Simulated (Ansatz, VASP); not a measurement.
**One calculation of PtSe2, two programs**

```
Pt Se
1.0
     0.00000    3.13090    3.13090
     3.13090    0.00000    3.13090
     3.13090    3.13090    0.00000
Pt Se
1 2
Cartesian
  0.0000 0.0000 0.0000
  1.5654 1.5654 1.5654
  4.6963 4.6963 4.6963
```

Alike in both runs: task single point; functional r2SCAN; k mesh 6 × 6 × 6; occupations fermi-dirac, width 0.02 eV; no spin polarisation.

|  | VASP | Ansatz |
| --- | --- | --- |
| version | VASP 6.6.1 | Ansatz 0.2.0 |
| potentials or method | VASP PAW PBE potentials, release 64 (Pt, Se) | plane waves, PAW |
| plane-wave cutoff (eV) | 520 | 500 |
| valence electrons in the cell | 22 | 50 |

```tsv
	VASP	Ansatz	Ansatz less VASP
pressure (GPa)	0.0	0.0	+0.02
```

VASP's potentials were made for PBE, not for r2SCAN. VASP's potentials hold 22 valence electrons a cell and Ansatz's 50, so a difference there can come from the potentials and not from the codes.

Neither program's run includes spin-orbit coupling.
